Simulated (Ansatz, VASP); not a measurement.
## One calculation of NaF, two programs

Contents of INCAR:

```
SYSTEM = NaF
PREC = Accurate ; ENCUT = 520
EDIFF = 1E-6 ; ISMEAR = -1
SIGMA = 0.05 ; LREAL = .FALSE.
LASPH = .TRUE. ; NELM = 100
ALGO = Normal ; ISIF = 2
LWAVE = .FALSE. ; LCHARG = .FALSE.
GGA = CA ; NBANDS = 14
```

The input KPOINTS:

```
regular mesh
0
G
  8 8 8
  0 0 0
```

Contents of POSCAR:

```
NaF
1.0
    0.0000000000      2.3200000000      2.3200000000
    2.3200000000      0.0000000000      2.3200000000
    2.3200000000      2.3200000000      0.0000000000
Na F
1 1
Direct
    0.0000000000      0.0000000000      0.0000000000
    0.5000000000      0.5000000000      0.5000000000
```

File input.yaml:

```yaml
crystal:
  lattice:
    - [0.0, 2.32, 2.32]
    - [2.32, 0.0, 2.32]
    - [2.32, 2.32, 0.0]
  atoms:
    - { symbol: Na, position: [0.0, 0.0, 0.0] }
    - { symbol: F, position: [0.5, 0.5, 0.5] }
hamiltonian:
  xc: lda
  pseudopotentials: { kind: paw }
kpoints:
  mp_grid: { grid: [8, 8, 8] }
scf:
  occupations: { method: fermi_dirac, width: 0.05 }
output:
  forces: true
  stress: true
  eigenvalues: true
```

Alike in both runs: task single point; functional LDA; k mesh 8 × 8 × 8; occupations fermi-dirac, width 0.05 eV; no spin polarisation.

|  | VASP | Ansatz |
| --- | --- | --- |
| version | VASP 6.6.1 | Ansatz 0.2.0 |
| potentials or method | VASP PAW LDA potentials, release 64 (Na_pv, F) | Ansatz PAW |
| plane-wave cutoff (eV) | 520 | 420 |
| valence electrons in the cell | 14 | 16 |

Ansatz gave:

* gap on the k mesh at the Fermi level (eV): 5.96
* least direct gap on the mesh (eV): 5.96
* pressure (GPa): -4.5

Q: Which values does VASP return?

A: gap on the k mesh at the Fermi level (eV): 5.94; least direct gap on the mesh (eV): 5.94; pressure (GPa): -4.6.

LDA's correlation is that of Perdew and Zunger in VASP and of Perdew and Wang (1992) in Ansatz. VASP's potentials hold 14 valence electrons a cell and Ansatz's 16, so a difference there can come from the potentials and not from the codes.
